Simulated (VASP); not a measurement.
# Au (Fm-3m) in VASP: notebook

The runs below take Au through single point, relaxation of cell and atoms, with PBEsol.

All numbers are computed with VASP 6.6.1; they aren't measurements. Logs are shortened: lines on timing, memory, paths and dates and some standing lists are left out, and cuts for length are marked.

## Step 1: The cell of the first run

The structure is cubic, space group Fm-3m (No. 225). The conventional cell has a = 4.083 Å, b = 4.083 Å, c = 4.083 Å, α = 90.00°, β = 90.00°, γ = 90.00°. Au (site symmetry m-3m) has 12 Au at 2.89 Å within 3.8 Å.

## Step 2: Single point, PBEsol

File INCAR:

```
  PREC = Accurate
  ENCUT = 520
  EDIFF = 1E-6
  ISMEAR = -1
  SIGMA = 0.15
  LREAL = F
  LASPH = T
  NELM = 80
  ALGO = Fast
  ISIF = 2
  LWAVE = F
  LCHARG = T
  GGA = PS
  LELF = T
  LVHAR = T
  NBANDS = 12
```

File KPOINTS:

```
regular mesh
0
Gamma
  20 20 20
```

File POSCAR:

```
Au
1.0
    0.0000000000      2.0416553106      2.0416553106
    2.0416553106      0.0000000000      2.0416553106
    2.0416553106      2.0416553106      0.0000000000
Au
1
Direct
    0.0000000000      0.0000000000      0.0000000000
```

Potentials or basis: VASP PAW PBE potentials, release 64 (Au).

Launch:

```console
cat potpaw_PBE.64/Au/POTCAR > POTCAR
mpirun -np 1 vasp_std > vasp.out
```

OUTCAR:

```text
PREC = Accurate
   ENCUT = 520
   EDIFF = 1E-6
   ISMEAR = -1
   LREAL = F
   LASPH = T
   NELM = 80
   ISIF = 2
   GGA = PS

 ion  position               nearest neighbor table
   1  0.000  0.000  0.000-

  LATTYP: Found a face centered cubic cell.
 ALAT       =     4.0833106212

  Lattice vectors:

 A1 = (   0.0000000000,   2.0416553106,   2.0416553106)
 A2 = (   2.0416553106,   0.0000000000,   2.0416553106)
 A3 = (   2.0416553106,   2.0416553106,   0.0000000000)

Analysis of symmetry for initial positions (statically):
=====================================================================
 Subroutine PRICEL returns:
 Original cell was already a primitive cell.

 Routine SETGRP: Setting up the symmetry group for a
 face centered cubic supercell.

 Subroutine GETGRP returns: Found 48 space group operations
 (whereof 48 operations were pure point group operations)
 out of a pool of 48 trial point group operations.

The static configuration has the point symmetry O_h .

Analysis of symmetry for dynamics (positions and initial velocities):
=====================================================================
 Subroutine PRICEL returns:
 Original cell was already a primitive cell.

 Routine SETGRP: Setting up the symmetry group for a
 face centered cubic supercell.

 Subroutine GETGRP returns: Found 48 space group operations
 (whereof 48 operations were pure point group operations)
 out of a pool of 48 trial point group operations.

The dynamic configuration has the point symmetry O_h .

 Subroutine INISYM returns: Found 48 space group operations
 (whereof 48 operations are pure point group operations),
 and found     1 'primitive' translations

----------------------------------------------------------------------------------------

                                     Primitive cell

  volume of cell :      17.0207

  direct lattice vectors                    reciprocal lattice vectors
     0.000000000  2.041655311  2.041655311    -0.244899321  0.244899321  0.244899321
     2.041655311  0.000000000  2.041655311     0.244899321 -0.244899321  0.244899321
     2.041655311  2.041655311  0.000000000     0.244899321  0.244899321 -0.244899321

  length of vectors
     2.887336630  2.887336630  2.887336630     0.424178067  0.424178067  0.424178067

  position of ions in fractional coordinates (direct lattice)
     0.000000000  0.000000000  0.000000000

[... 69 lines left out ...]
   ISPIN  =      1    spin polarized calculation?
   LNONCOLLINEAR =      F non collinear calculations
   LSORBIT =      F    spin-orbit coupling
   LASPH  =      T    aspherical Exc in radial PAW
   ENCUT  =  520.0 eV  38.22 Ry    6.18 a.u.   5.37  5.37  5.37*2*pi/ulx,y,z
   NELM   =     80;   NELMIN=  2; NELMDL= -5     # of ELM steps
   EDIFF  = 0.1E-05   stopping-criterion for ELM
   LREAL  =      F    real-space projection
[... 7 lines left out ...]
   TEBEG  =    0.0;   TEEND  =   0.0 temperature during run
   PSTRESS=    0.0 pullay stress
   NELECT =      11.0000    total number of electrons
   NUPDOWN=      -1.0000    fix difference up-down
   EMIN   =  10.00;   EMAX   =-10.00  energy-range for DOS
   EFERMI =   0.00;   METHOD = LEGACY
   ISMEAR =    -1;   SIGMA  =   0.15  broadening in eV -4-tet -1-fermi 0-gaus
   EFERMI_NEDOS =   21; number of points for ismear=-14 and -15
   IALGO  =     68    algorithm
   IMIX   =      4    mixing-type and parameters
     AMIX     =   0.40;   BMIX     =  1.00
     AMIX_MAG =   1.60;   BMIX_MAG =  1.00
  volume/ion in A,a.u.               =      17.02       114.86
  Fermi-wavevector in a.u.,A,eV,Ry     =   1.415403  2.674723 27.257427  2.003364
  Thomas-Fermi vector in A             =   2.536845
   LORBIT       =      0    0 simple, 1 ext, 2 COOP (PROOUT), +10 PAW based schemes
   GGA     = PS    functional components
   LHFCALC =     F    Hartree Fock is set to
   AEXX    =    0.0000 exact exchange contribution
   IVDW    =     0    specifies the selected vdW correction
   LEPSILON=     F    determine dielectric tensor
   LRPA    =     F    only Hartree local field effects (RPA)
 non-spin polarized calculation
 RMM-DIIS sequential band-by-band and
  energy-cutoff  :      520.00
  volume of cell :       17.02
 maximum number of plane-waves:       471
 NGX is ok and might be reduce to    24
   NGX = 11   NGY = 11   NGZ = 11

 number of electron      11.0000000 magnetization

 Free energy of the ion-electron system (eV)
  ---------------------------------------------------
  ext. energy  EPLUGINS =         0.00000000
  ---------------------------------------------------
  free energy    TOTEN  =        -3.93462403 eV

  energy without entropy =       -3.91398802  energy(sigma->0) =       -3.92430603

 E-fermi :   9.3010     XC(G=0): -12.8925

 val. band max:        9.2761054345   @ k =   0.5000   0.3500   0.1500
 cond. band min:       9.3272027681   @ k =   0.5000   0.1000   0.0000
 fundamental gap:      0.0510973336
 Fermi energy:         9.3010186400

 k-point     1 :       0.0000    0.0000    0.0000
  band No.  band energies     occupation
      1      -0.6352      2.00000
      2       4.6109      2.00000
      3       4.6109      2.00000
      4       4.6109      2.00000
      5       6.1439      2.00000
      6       6.1439      2.00000
      7      23.7974      0.00000
      8      27.7987      0.00000
      9      27.7987      0.00000
     10      27.7987      0.00000
     11      32.6697      0.00000
     12      37.3451      0.00000
[... 331 lines left out ...]
 k-point    24 :      -0.3500    0.0500    0.0000
  band No.  band energies     occupation
      1       1.9581      2.00000
      2       4.6798      2.00000
      3       4.7415      2.00000
      4       5.6896      2.00000
      5       6.7903      2.00000
      6       7.3280      2.00000
      7      15.8961      0.00000
      8      23.8740      0.00000
      9      26.5111      0.00000
     10      28.0747      0.00000
     11      32.5147      0.00000
     12      33.4175      0.00000

 [... further k-points ...]
[... 5 lines left out ...]
  --------------------------------------------------------------------------------------
  -------------------------------------------------------------------------------------
  Total       -0.0239051     -0.0239051     -0.0239051     -0.0000000      0.0000000     -0.0000000
  in kB       -2.2502104     -2.2502104     -2.2502104     -0.0000000      0.0000000     -0.0000000
  external PRESSURE =      -2.2502104 kB  Pullay stress =       0.0000000 kB

 VOLUME and BASIS-vectors are now :
 -----------------------------------------------------------------------------
  energy-cutoff  :      520.00
  volume of cell :       17.02
      direct lattice vectors                 reciprocal lattice vectors
     0.000000000  2.041655311  2.041655311    -0.244899321  0.244899321  0.244899321
     2.041655311  0.000000000  2.041655311     0.244899321 -0.244899321  0.244899321
     2.041655311  2.041655311  0.000000000     0.244899321  0.244899321 -0.244899321

 POSITION                                       TOTAL-FORCE (eV/Angst)
 -----------------------------------------------------------------------------------
      0.00000      0.00000      0.00000         0.000000      0.000000     -0.000000
 -----------------------------------------------------------------------------------
    total drift:                               -0.000000      0.000000      0.000000

  FREE ENERGIE OF THE ION-ELECTRON SYSTEM (eV)
  ---------------------------------------------------
  free  energy   TOTEN  =        -3.9346240265 eV

  energy  without entropy=       -3.9139880245  energy(sigma->0) =       -3.92430603
```

stdout:

```text
POSCAR found type information on POSCAR Au
 POSCAR found :  1 types and       1 ions
 scaLAPACK will be used
 -----------------------------------------------------------------------------
|                                                                             |
|                                                                             |
|     You enforced a specific xc type in the INCAR file but a different       |
|     I HOPE YOU KNOW WHAT YOU ARE DOING!                                     |
|                                                                             |
 -----------------------------------------------------------------------------

 LDA part: xc-table for (Slater+PW92), standard interpolation
 POSCAR, INCAR and KPOINTS ok, starting setup
 FFT: planning ... GRIDC
 FFT: planning ... GRID_SOFT
 FFT: planning ... GRID
 WAVECAR not read
 entering main loop
```

Run time: 22 s. Hardware: 1 thread of Intel Xeon 6975P-C, shared host; peak memory 0.18 GiB.

What came out:

```
Free energy : -3.9346 eV
Pressure    : -0.2 GPa
```

Levels at points of the mesh, in eV from the Fermi level:
| k point | band 2 | band 3 | band 4 | band 5 | band 6 | band 7 | band 8 | band 9 | band 10 | band 11 |
| --- | --- | --- | --- | --- | --- | --- | --- | --- | --- | --- |
| (0.00, 0.00, 0.00) | -4.69 | -4.69 | -4.69 | -3.16 | -3.16 | 14.50 | 18.50 | 18.50 | 18.50 | 23.37 |
| (0.50, 0.00, 0.00) | -4.73 | -4.73 | -1.95 | -1.95 | -1.03 | 3.06 | 13.94 | 17.10 | 17.10 | 24.90 |
| (0.50, 0.50, 0.00) | -6.77 | -1.99 | -1.63 | -1.63 | 0.95 | 5.75 | 9.95 | 9.95 | 17.17 | 19.80 |

Caveat: the PAW data sets were made with another functional, which shifts forces and pressure a little; spin-orbit coupling is left out, which moves the levels of the heavy elements.

## Step 3: Relaxation of cell and atoms, PBEsol

File INCAR:

```
PREC = Accurate
ENCUT = 600
EDIFF = 1E-6
ISMEAR = -1
SIGMA = 0.15
LREAL = False
LASPH = True
NELM = 80
ALGO = Normal
ISIF = 3
LWAVE = False
LCHARG = False
GGA = PS
IBRION = 2
NSW = 80
EDIFFG = -0.001
```

KPOINTS is that of step 2.

File POSCAR:

```
Au
1.0
    0.0000000000      2.0418614857      2.0418614857
    2.0418614857      0.0000000000      2.0418614857
    2.0418614857      2.0418614857      0.0000000000
Au
1
Direct
    0.0000000000      0.0000000000      0.0000000000
```

Potentials or basis: VASP PAW PBE potentials, release 64 (Au).

Launch:

```console
cat potpaw_PBE.64/Au/POTCAR > POTCAR
mpirun -np 1 vasp_std > vasp.out
```

OUTCAR:

```text
PREC = Accurate
   ENCUT = 600
   EDIFF = 1E-6
   ISMEAR = -1
   LREAL = False
   LASPH = True
   NELM = 80
   ISIF = 3
   GGA = PS
   IBRION = 2
   NSW = 80
   EDIFFG = -0.001

 ion  position               nearest neighbor table
   1  0.000  0.000  0.000-

  LATTYP: Found a face centered cubic cell.
 ALAT       =     4.0837229714

  Lattice vectors:

 A1 = (   0.0000000000,   2.0418614857,   2.0418614857)
 A2 = (   2.0418614857,   0.0000000000,   2.0418614857)
 A3 = (   2.0418614857,   2.0418614857,   0.0000000000)

Analysis of symmetry for initial positions (statically):
=====================================================================
 Subroutine PRICEL returns:
 Original cell was already a primitive cell.

 Routine SETGRP: Setting up the symmetry group for a
 face centered cubic supercell.

 Subroutine GETGRP returns: Found 48 space group operations
 (whereof 48 operations were pure point group operations)
 out of a pool of 48 trial point group operations.

The static configuration has the point symmetry O_h .

Analysis of symmetry for dynamics (positions and initial velocities):
=====================================================================
 Subroutine PRICEL returns:
[... 163 lines left out ...]
  Total       -0.0264943     -0.0264943     -0.0264943     -0.0000000      0.0000000     -0.0000000
  in kB       -2.4931802     -2.4931802     -2.4931802     -0.0000000      0.0000000     -0.0000000
  external PRESSURE =      -2.4931802 kB  Pullay stress =       0.0000000 kB
[... 57 lines left out ...]
--------------------------------------- Ionic step        3  -------------------------------------------

 number of electron      11.0000000 magnetization

 Free energy of the ion-electron system (eV)
  ---------------------------------------------------
  ext. energy  EPLUGINS =         0.00000000
  ---------------------------------------------------
  free energy    TOTEN  =        -3.93453761 eV

  energy without entropy =       -3.91391051  energy(sigma->0) =       -3.92422406

 E-fermi :   9.3207     XC(G=0): -12.8991

 val. band max:        9.2964252326   @ k =   0.5000   0.3500   0.1500
 cond. band min:       9.3449980553   @ k =   0.5000   0.1000   0.0000
 fundamental gap:      0.0485728227
 Fermi energy:         9.3206661511

 k-point     1 :       0.0000    0.0000    0.0000
  band No.  band energies     occupation
      1      -0.6282      2.00000
      2       4.6240      2.00000
      3       4.6240      2.00000
      4       4.6240      2.00000
      5       6.1601      2.00000
      6       6.1601      2.00000
      7      23.8146      0.00000
      8      27.8227      0.00000
      9      27.8227      0.00000
[... 265 lines left out ...]
 k-point    24 :      -0.3500    0.0500    0.0000
  band No.  band energies     occupation
      1       1.9670      2.00000
      2       4.6930      2.00000
      3       4.7548      2.00000
      4       5.7031      2.00000
      5       6.8077      2.00000
      6       7.3461      2.00000
      7      15.9218      0.00000
      8      23.8931      0.00000
      9      26.5409      0.00000

 [... further k-points ...]
[... 5 lines left out ...]
  --------------------------------------------------------------------------------------
  -------------------------------------------------------------------------------------
  Total        0.0005800      0.0005800      0.0005800      0.0000000      0.0000000     -0.0000000
  in kB        0.0546573      0.0546573      0.0546573      0.0000000      0.0000000     -0.0000000
  external PRESSURE =       0.0546573 kB  Pullay stress =       0.0000000 kB
[... 16 lines left out ...]
  FREE ENERGIE OF THE ION-ELECTRON SYSTEM (eV)
  ---------------------------------------------------
  free  energy   TOTEN  =        -3.9345376073 eV

  energy  without entropy=       -3.9139105132  energy(sigma->0) =       -3.92422406

 reached required accuracy - stopping structural energy minimisation
```

It took 54 s on 1 thread of Intel Xeon 6975P-C, shared host; peak memory 0.19 GiB.

Results:

| Property | Result |
| --- | --- |
| Free energy | -3.9345 eV |
| Relaxed volume | 17.00 Å³/atom |
| Relaxed cell | a = 2.886 Å, b = 2.886 Å, c = 2.886 Å, α = 60.00°, β = 60.00°, γ = 60.00° |
| Space group after relaxing (to 0.05 Å) | Fm-3m (No. 225) |
| Energy gained by relaxing | 0.0 meV/atom |
| Ionic steps | 3 |
| Pressure after relaxing | 0.0 GPa |

Final structure:
```yaml
crystal:
  lattice:
    - [0.00000, 2.04088, 2.04088]
    - [2.04088, 0.00000, 2.04088]
    - [2.04088, 2.04088, 0.00000]
  atoms:
    - { symbol: Au, position: [0.00000, 0.00000, 0.00000] }
```

Caveat: the PAW data sets were made with another functional, which shifts forces and pressure a little; spin-orbit coupling is left out, which moves the levels of the heavy elements.
